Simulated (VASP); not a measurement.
Write the native input for VASP 6.6.1 that does the following.

```yaml
Task: single point
Functional: PBE
Potentials_or_basis: VASP PAW PBE potentials, release 64 (Al, N)
Cutoff: 520 eV
k_mesh: 12 × 12 × 6
Occupations: fermi-dirac, width 0.02 eV
Spin: no spin polarisation
Dipole_correction: no
Further_INCAR_settings: ALGO = Normal; EDIFF = 1e-06; NBANDS = 16
```

The structure of AlN lies in POSCAR:

```
AlN
1.0
    2.6946098825      0.0000000000      0.0000000000
   -1.3473049412      2.4533227623      0.0000000000
    0.0000000000      0.0000000000      4.8410108402
Al N
2 2
Direct
    0.0000000000      0.0000000000      0.0000000000
    0.0000000000      0.0000000000      0.5000000000
    0.3354838640      0.6709677280      0.2500000000
    0.6645161360      0.3290322720      0.7500000000
```

This cell differs from its parent crystal: uniaxial x strain -4.9%.

These files were run (other wordings do the same):

INCAR

```
PREC = Accurate
ENCUT = 520
EDIFF = 1E-6
ISMEAR = -1
SIGMA = 0.02
LREAL = F
LASPH = T
NELM = 60
ALGO = Normal
ISIF = 2
LWAVE = F
LCHARG = F
GGA = PE
NBANDS = 16
```

KPOINTS

```
regular mesh
0
Gamma
  12 12 6
```

Potentials or basis: VASP PAW PBE potentials, release 64 (Al, N).

The run is started by

```console
$ cat potpaw_PBE.64/Al/POTCAR potpaw_PBE.64/N/POTCAR > POTCAR
$ mpirun -np 1 vasp_std > vasp.out
```

It gave:

- Pressure: 20.6 GPa
- Largest force: 0.042 eV/Å
- Band gap on the k mesh: 4.57 eV (least direct gap 5.33 eV)

Caveat: the cell differs from its parent crystal (uniaxial x strain -4.9%); the cell stands under pressure.

Run time: 66 s on 1 thread of AMD EPYC 9R14 (Zen 4), with other jobs on the host, peak memory 0.16 GiB.
